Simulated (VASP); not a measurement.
Write the native input for VASP 6.6.1 that does the following.

```
Task                   : single point
Functional             : r2SCAN
Potentials or basis    : VASP PAW PBE potentials, release 64 (As)
Cutoff                 : 520 eV
k mesh                 : 8 × 8 × 4
Occupations            : fermi-dirac, width 0.05 eV
Spin                   : no spin polarisation
Dipole correction      : no
Further INCAR settings : ALGO = Normal; EDIFF = 1e-06; NBANDS = 12
```

The system is As.

```
CELL_PARAMETERS angstrom
2.96469 0.00000 0.00000
-1.48234 2.56749 0.00000
0.00000 0.00000 4.99750
ATOMIC_POSITIONS crystal
As 0.33333 0.66667 0.25000
As 0.66667 0.33333 0.75000
```

These files were run (other wordings do the same):

POSCAR

```
As
1.0
    2.9646870699      0.0000000000      0.0000000000
   -1.4823435350      2.5674943168      0.0000000000
    0.0000000000      0.0000000000      4.9974963614
As
2
Direct
    0.3333333333      0.6666666667      0.2500000000
    0.6666666667      0.3333333333      0.7500000000
```

INCAR.step1

```
SYSTEM = As
PREC = Accurate ; ENCUT = 520
ISMEAR = -1 ; SIGMA = 0.05
LREAL = .False. ; LASPH = .True.
NELM = 100 ; NBANDS = 12
GGA = PE ; ALGO = Normal
EDIFF = 1E-4 ; LWAVE = .True.
LCHARG = .False.
```

INCAR.step2

```
SYSTEM = As
PREC = Accurate ; ENCUT = 520
EDIFF = 1E-6 ; ISMEAR = -1
SIGMA = 0.05 ; LREAL = .False.
LASPH = .True. ; NELM = 100
ALGO = Normal ; ISIF = 2
LWAVE = .False. ; LCHARG = .False.
METAGGA = R2SCAN ; LMIXTAU = .True.
NBANDS = 12 ; ISTART = 1
```

KPOINTS

```
Automatic mesh
0
Gamma
  8 8 4
  0 0 0
```

Potentials or basis: VASP PAW PBE potentials, release 64 (As).

The run is started by

```sh
$ cat potpaw_PBE.64/As/POTCAR > POTCAR
$ cp INCAR.step1 INCAR
$ mpirun -np 1 vasp_std > vasp.out
$ cp INCAR.step2 INCAR
$ mpirun -np 1 vasp_std > vasp.out
```

It gave:

* Pressure: -0.1 GPa
* Band gap on the k mesh: zero (band 5 reaches 11.79 eV, above the bottom of band 6 at 3.36 eV)

Caveat: the PAW data sets were made with another functional, which shifts forces and pressure a little.

Wall time 74 s on 1 thread of AMD EPYC 7R43 64-Core Processor (Zen 3) (shared host), peak memory 0.13 GiB.
